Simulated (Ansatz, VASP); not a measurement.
# One calculation of Cu, two programs

```xyz
1
Lattice="-1.4477 1.4477 1.3693 1.4477 -1.4477 1.3693 1.4477 1.4477 -1.3693" Properties=species:S:1:pos:R:3 pbc="T T T"
Cu    0.0000    0.0000    0.0000
```

Alike in both runs: functional r2SCAN; k mesh 20 × 20 × 20; occupations gaussian, width 0.1 eV; no spin polarisation.

Ansatz relaxed the structure, and its values are those at the end. VASP's run is a single point on that final structure, the one shown.

|  | VASP | Ansatz |
| --- | --- | --- |
| version | VASP 6.6.1 | Ansatz 0.2.0 |
| potentials or method | VASP PAW PBE potentials, release 64 (Cu), cutoff 520 eV | scalar-relativistic, plane waves, PAW |
| valence electrons in the cell | 11 | 19 |

VASP gave:

| Quantity | Value |
| --- | --- |
| gap on the k mesh at the Fermi level (eV) | none |
| pressure (GPa) | 0.7 |

Question: Which values does Ansatz return?

Answer: gap on the k mesh at the Fermi level (eV): none; pressure (GPa): 0.0.

VASP's potentials were made for PBE, not for r2SCAN. A gap of «none» marks a metal or a gap that the smearing closes. VASP's potentials hold 11 valence electrons a cell and Ansatz's 19, so a difference there can come from the potentials and not from the codes.
